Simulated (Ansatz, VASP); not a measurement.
**One calculation of KBr, two programs**

```
CELL_PARAMETERS angstrom
0.00000 3.13714 3.13714
3.13714 0.00000 3.13714
3.13714 3.13714 0.00000
ATOMIC_POSITIONS crystal
K 0.00000 0.00000 0.00000
Br 0.50000 0.50000 0.50000
```

Change from the starting cell: hydrostatic strain -5.0%.

Alike in both runs: task single point; functional PBE; k mesh 6 × 6 × 6; occupations fermi-dirac, width 0.02 eV; no spin polarisation.

|  | VASP | Ansatz |
| --- | --- | --- |
| version | VASP 6.6.1 | Ansatz 0.2.0 |
| potentials or method | VASP PAW PBE potentials, release 64 (K_sv, Br) | plane waves, PAW |
| plane-wave cutoff (eV) | 520 | 420 |
| valence electrons in the cell | 16 | 16 |

|  | VASP | Ansatz | Ansatz less VASP |
| --- | --- | --- | --- |
| gap on the k mesh at the Fermi level (eV) | 4.88 | 4.89 | +0.003 |
| pressure (GPa) | 4.4 | 4.3 | -0.09 |
